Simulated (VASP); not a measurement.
# Sc in VASP: single point with RPBE

Aim: the single point of Sc with RPBE.

Program: VASP 6.6.1. These are calculated values, not measurements. Logs are shortened: lines on timing, memory, paths and dates and some standing lists are left out, and cuts for length are marked.

### Step 1. The cell of the first run

The typed cell holds 2 atoms: a = 4.351 Å, b = 4.351 Å, c = 4.351 Å, α = 97.51°, β = 97.51°, γ = 137.63°.

### Step 2. Single point, RPBE

The input, INCAR:

```
SYSTEM = Sc
ALGO = Normal
EDIFF = 1E-7
ENCUT = 520
GGA = RP
ISIF = 2
ISMEAR = -1
ISYM = 0
LASPH = .True.
LCHARG = .False.
LREAL = .False.
LWAVE = .False.
NBANDS = 18
NELM = 80
PREC = Accurate
SIGMA = 0.1
```

The input, KPOINTS:

```
k-points
0
Gamma
  11 11 8
  0 0 0
```

The input, POSCAR:

```
Sc
1.0
   -2.8683974205      2.8682904449      1.5723700678
    2.8682904449     -2.8683974205      1.5723700678
    2.8684155698      2.8684155698     -1.5725659938
Sc
2
Direct
    0.9999990428      0.0000009572      1.0000000000
    0.7500009572      0.2499990428      0.5000000000
```

Potentials or basis: VASP PAW PBE potentials, release 64 (Sc_sv).

Run with:

```sh
$ cat potpaw_PBE.64/Sc_sv/POTCAR > POTCAR
$ mpirun -np 1 vasp_std > vasp.out
```

OUTCAR:

```text
SYSTEM = Sc
   EDIFF = 1E-7
   ENCUT = 520
   GGA = RP
   ISIF = 2
   ISMEAR = -1
   ISYM = 0
   LASPH = .True.
   LREAL = .False.
   NELM = 80
   PREC = Accurate

 ion  position               nearest neighbor table
   1  1.000  0.000  0.000-   2 2.97   2 2.97   2 2.97   2 2.97
   2  0.750  0.250  0.500-   1 2.97   1 2.97   1 2.97   1 2.97

IMPORTANT INFORMATION: All symmetrisations will be switched off!
NOSYMM: (Re-)initialisation of all symmetry stuff for point group C_1.

----------------------------------------------------------------------------------------

                                     Primitive cell

  volume of cell :      51.7464

  direct lattice vectors                    reciprocal lattice vectors
    -2.868397421  2.868290445  1.572370068     0.000010309  0.174326922  0.317997229
     2.868290445 -2.868397421  1.572370068     0.174326922  0.000010309  0.317997229
     2.868415570  2.868415570 -1.572565994     0.174315511  0.174315511  0.000011859

  length of vectors
     4.350533469  4.350533469  4.350698745     0.362645990  0.362645990  0.246519360

  position of ions in fractional coordinates (direct lattice)
     0.999999043  0.000000957  1.000000000
     0.750000957  0.249999043  0.500000000

  ion indices of the primitive-cell ions
   primitive index   ion index
                 1           1
                 2           2

----------------------------------------------------------------------------------------

 KPOINTS: k-points

Automatic generation of k-mesh.
 Grid dimensions read from file:
 generate k-points for:   11   11    8

 Generating k-lattice:

  Cartesian coordinates                     Fractional coordinates (reciprocal lattice)
     0.000000937  0.015847902  0.028908839     0.090909091  0.000000000 -0.000000000
     0.015847902  0.000000937  0.028908839     0.000000000  0.090909091 -0.000000000
     0.021789439  0.021789439  0.000001482    -0.000000000 -0.000000000  0.125000000

  Length of vectors
     0.032967817  0.032967817  0.030814920

  Shift w.r.t. Gamma in fractional coordinates (k-lattice)
     0.000000000  0.000000000  0.000000000

 Subroutine IBZKPT returns following result:
 ===========================================

 Found    485 irreducible k-points:

 Following reciprocal coordinates:
            Coordinates               Weight
  0.000000  0.000000  0.000000      1.000000
  0.090909 -0.000000  0.000000      2.000000
  0.000000 -0.090909 -0.000000      2.000000
  0.181818 -0.000000  0.000000      2.000000
  0.000000 -0.181818 -0.000000      2.000000
  0.272727 -0.000000  0.000000      2.000000
[... 16 lines left out ...]
 -0.363636  0.090909 -0.000000      2.000000
 -0.090909  0.363636  0.000000      2.000000
 [... further k-points ...]
   k-points           NKPTS =    485   k-points in BZ     NKDIM =    485   number of bands    NBANDS=     18
   number of dos      NEDOS =    301   number of ions     NIONS =      2
   total plane-waves  NPLWV =  32768
   dimension x,y,z NGX =    32 NGY =   32 NGZ =   32
   dimension x,y,z NGXF=    64 NGYF=   64 NGZF=   64
   ions per type =               2
   NGX,Y,Z   is equivalent  to a cutoff of  12.23, 12.23, 12.23 a.u.
   NGXF,Y,Z  is equivalent  to a cutoff of  24.46, 24.46, 24.46 a.u.
 SYSTEM =  Sc
   PREC   = accura    normal or accurate (medium, high low for compatibility)
   ISTART =      0    job   : 0-new  1-cont  2-samecut
   ICHARG =      2    charge: 1-file 2-atom 10-const
   ISPIN  =      1    spin polarized calculation?
   LNONCOLLINEAR =      F non collinear calculations
   LSORBIT =      F    spin-orbit coupling
   LASPH  =      T    aspherical Exc in radial PAW
   ENCUT  =  520.0 eV  38.22 Ry    6.18 a.u.   8.09  8.09  8.09*2*pi/ulx,y,z
   NELM   =     80;   NELMIN=  2; NELMDL= -5     # of ELM steps
   EDIFF  = 0.1E-06   stopping-criterion for ELM
   LREAL  =      F    real-space projection
   EDIFFG = 0.1E-05   stopping-criterion for IOM
   NSW    =      0    number of steps for IOM
   IBRION =     -1    ionic relax: 0-MD 1-quasi-New 2-CG
   NFREE  =      0    steps in history (QN), initial steepest desc. (CG)
   ISIF   =      2    stress and relaxation
   ISYM   =      0    0-nonsym 1-usesym 2-fastsym
   POTIM  = 0.5000    time-step for ionic-motion
   TEBEG  =    0.0;   TEEND  =   0.0 temperature during run
   PSTRESS=    0.0 pullay stress
   NELECT =      22.0000    total number of electrons
   NUPDOWN=      -1.0000    fix difference up-down
   EMIN   =  10.00;   EMAX   =-10.00  energy-range for DOS
   EFERMI =   0.00;   METHOD = LEGACY
   ISMEAR =    -1;   SIGMA  =   0.10  broadening in eV -4-tet -1-fermi 0-gaus
   EFERMI_NEDOS =   21; number of points for ismear=-14 and -15
   IALGO  =     38    algorithm
   IMIX   =      4    mixing-type and parameters
     AMIX     =   0.40;   BMIX     =  1.00
     AMIX_MAG =   1.60;   BMIX_MAG =  1.00
  volume/ion in A,a.u.               =      25.87       174.60
  Fermi-wavevector in a.u.,A,eV,Ry     =   1.230993  2.326240 20.617518  1.515345
  Thomas-Fermi vector in A             =   2.365820
   LORBIT       =      0    0 simple, 1 ext, 2 COOP (PROOUT), +10 PAW based schemes
   GGA     = RP    functional components
   LHFCALC =     F    Hartree Fock is set to
   AEXX    =    0.0000 exact exchange contribution
   IVDW    =     0    specifies the selected vdW correction
   LEPSILON=     F    determine dielectric tensor
   LRPA    =     F    only Hartree local field effects (RPA)
 non-spin polarized calculation
  energy-cutoff  :      520.00
  volume of cell :       51.75
 maximum number of plane-waves:      1412
   NGX = 17   NGY = 17   NGZ = 17

 number of electron      22.0000008 magnetization

 Free energy of the ion-electron system (eV)
  ---------------------------------------------------
  ext. energy  EPLUGINS =         0.00000000
  ---------------------------------------------------
  free energy    TOTEN  =       -11.11827530 eV

  energy without entropy =      -10.98291827  energy(sigma->0) =      -11.05059679

 E-fermi :   3.5372     XC(G=0):  -9.5401

 val. band max:        3.5353963085   @ k =  -0.0000  -0.0000   0.1250
 cond. band min:       3.5388457703   @ k =  -0.2727  -0.3636  -0.0000
 fundamental gap:      0.0034494618
 Fermi energy:         3.5372027977

 k-point     1 :       0.0000    0.0000    0.0000
  band No.  band energies     occupation
      1     -46.3540      2.00000
      2     -46.2329      2.00000
      3     -25.0921      2.00000
      4     -25.0920      2.00000
      5     -24.6915      2.00000
      6     -24.6913      2.00000
[... 10 lines left out ...]
     17       6.1641      0.00000
     18       7.2592      0.00000

 k-point     2 :       0.0909   -0.0000    0.0000
  band No.  band energies     occupation
      1     -46.3495      2.00000
      2     -46.2326      2.00000
      3     -25.0900      2.00000
      4     -25.0805      2.00000
      5     -24.7079      2.00000
      6     -24.6896      2.00000
[... 10 lines left out ...]
     17       6.2478      0.00000
     18       7.2250      0.00000

 k-point     3 :       0.0000   -0.0909   -0.0000
  band No.  band energies     occupation
      1     -46.3495      2.00000
      2     -46.2326      2.00000
      3     -25.0900      2.00000
      4     -25.0805      2.00000
      5     -24.7079      2.00000
      6     -24.6896      2.00000
[... 10 lines left out ...]
     17       6.2478      0.00000
     18       7.2170      0.00000

 k-point     4 :       0.1818   -0.0000    0.0000
  band No.  band energies     occupation
      1     -46.3372      2.00000
      2     -46.2321      2.00000
      3     -25.0846      2.00000
      4     -25.0499      2.00000
      5     -24.7641      2.00000
      6     -24.7330      2.00000
[... 10 lines left out ...]
     17       6.0049      0.00000
     18       7.0851      0.00000

 k-point     5 :       0.0000   -0.1818   -0.0000
  band No.  band energies     occupation
      1     -46.3372      2.00000
      2     -46.2321      2.00000
      3     -25.0846      2.00000
      4     -25.0499      2.00000
      5     -24.7641      2.00000
      6     -24.7330      2.00000
[... 10 lines left out ...]
     17       6.0049      0.00000
     18       7.0843      0.00000

 k-point     6 :       0.2727   -0.0000    0.0000
  band No.  band energies     occupation
      1     -46.3201      2.00000
      2     -46.2323      2.00000
      3     -25.0775      2.00000
      4     -25.0133      2.00000
      5     -24.8469      2.00000
      6     -24.8023      2.00000
[... 10 lines left out ...]
     17       5.7910      0.00000
     18       6.8678      0.00000

 k-point     7 :       0.0000   -0.2727   -0.0000
  band No.  band energies     occupation
      1     -46.3201      2.00000
      2     -46.2323      2.00000
      3     -25.0775      2.00000
      4     -25.0133      2.00000
      5     -24.8469      2.00000
      6     -24.8023      2.00000
[... 10 lines left out ...]
     17       5.7910      0.00000
     18       6.8679      0.00000

 k-point     8 :       0.3636   -0.0000    0.0000
  band No.  band energies     occupation
      1     -46.3030      2.00000
      2     -46.2339      2.00000
      3     -25.0709      2.00000
      4     -24.9966      2.00000
      5     -24.9209      2.00000
      6     -24.8439      2.00000
[... 10 lines left out ...]
     17       6.5312      0.00000
     18       6.5601      0.00000
[... 229 lines left out ...]
     17       6.4579      0.00000
     18       6.8791      0.00000

 k-point    20 :      -0.0909   -0.4545   -0.0000
  band No.  band energies     occupation
      1     -46.2891      2.00000
      2     -46.2385      2.00000
      3     -25.0670      2.00000
      4     -25.0070      2.00000
      5     -24.9593      2.00000
      6     -24.8428      2.00000
[... 10 lines left out ...]
     17       6.4579      0.00000
     18       6.8791      0.00000

 k-point    21 :      -0.4545    0.0909    0.0000
  band No.  band energies     occupation
      1     -46.2968      2.00000
      2     -46.2400      2.00000
      3     -25.0704      2.00000
      4     -24.9767      2.00000
      5     -24.9365      2.00000
      6     -24.8199      2.00000
[... 10 lines left out ...]
     17       6.3315      0.00000
     18       6.6375      0.00000

 k-point    22 :      -0.0909    0.4545    0.0000
  band No.  band energies     occupation
      1     -46.2968      2.00000
      2     -46.2400      2.00000
      3     -25.0704      2.00000
      4     -24.9767      2.00000
      5     -24.9365      2.00000
      6     -24.8199      2.00000
[... 10 lines left out ...]
     17       6.3315      0.00000
     18       6.6375      0.00000

 k-point    23 :      -0.3636    0.0909   -0.0000
  band No.  band energies     occupation
      1     -46.3129      2.00000
      2     -46.2394      2.00000
      3     -25.0766      2.00000
      4     -24.9767      2.00000
      5     -24.8767      2.00000
      6     -24.7917      2.00000
[... 10 lines left out ...]
     17       6.0875      0.00000
     18       6.6460      0.00000

 k-point    24 :      -0.0909    0.3636    0.0000
  band No.  band energies     occupation
      1     -46.3129      2.00000
      2     -46.2394      2.00000
      3     -25.0766      2.00000
      4     -24.9767      2.00000
      5     -24.8767      2.00000
      6     -24.7917      2.00000
[... 10 lines left out ...]
     17       6.0875      0.00000
     18       6.6461      0.00000

 [... further k-points ...]

------------------------ aborting loop because EDIFF is reached ----------------------------------------

  FORCE on cell =-STRESS in cart. coord.  units (eV):
  Direction    XX          YY          ZZ          XY          YZ          ZX
  --------------------------------------------------------------------------------------
  -------------------------------------------------------------------------------------
  Total        0.0119567      0.0119566      0.0128042      0.0000932     -0.0005627     -0.0005598
  in kB        0.3702039      0.3702007      0.3964457      0.0028849     -0.0174227     -0.0173315
  external PRESSURE =       0.3789501 kB  Pullay stress =       0.0000000 kB

 VOLUME and BASIS-vectors are now :
 -----------------------------------------------------------------------------
  energy-cutoff  :      520.00
  volume of cell :       51.75
      direct lattice vectors                 reciprocal lattice vectors
    -2.868397421  2.868290445  1.572370068     0.000010309  0.174326922  0.317997229
     2.868290445 -2.868397421  1.572370068     0.174326922  0.000010309  0.317997229
     2.868415570  2.868415570 -1.572565994     0.174315511  0.174315511  0.000011859

 POSITION                                       TOTAL-FORCE (eV/Angst)
 -----------------------------------------------------------------------------------
     -2.86839      2.86828      1.57237        -0.000040      0.000038     -0.000002
     -0.00002      2.86833      0.78609         0.000040     -0.000038      0.000002
 -----------------------------------------------------------------------------------
    total drift:                               -0.000003      0.000001      0.000002

  FREE ENERGIE OF THE ION-ELECTRON SYSTEM (eV)
  ---------------------------------------------------
  free  energy   TOTEN  =       -11.1182753037 eV

  energy  without entropy=      -10.9829182695  energy(sigma->0) =      -11.05059679
```

Wall time 4.9 min (1 thread of Intel Xeon Platinum 8259CL at 2.50GHz (Skylake/Cascade Lake), shared host); peak memory 0.47 GiB.

What came out:

```
Free energy            : -11.1183 eV
Pressure               : 0.0 GPa
Band gap on the k mesh : zero (bands 11 and 12 overlap by 0.88 eV)
```

Levels at points of the mesh, in eV from the Fermi level:
| k point | band 9 | band 10 | band 11 | band 12 | band 13 | band 14 |
| --- | --- | --- | --- | --- | --- | --- |
| (0.00, 0.00, 0.00) | -4.97 | -1.49 | -0.05 | 0.07 | 0.77 | 2.61 |
| (0.00, 0.00, 0.50) | -2.65 | -2.65 | 0.23 | 0.23 | 0.88 | 0.88 |

Caveat: the PAW data sets were made with another functional, which shifts forces and pressure a little.
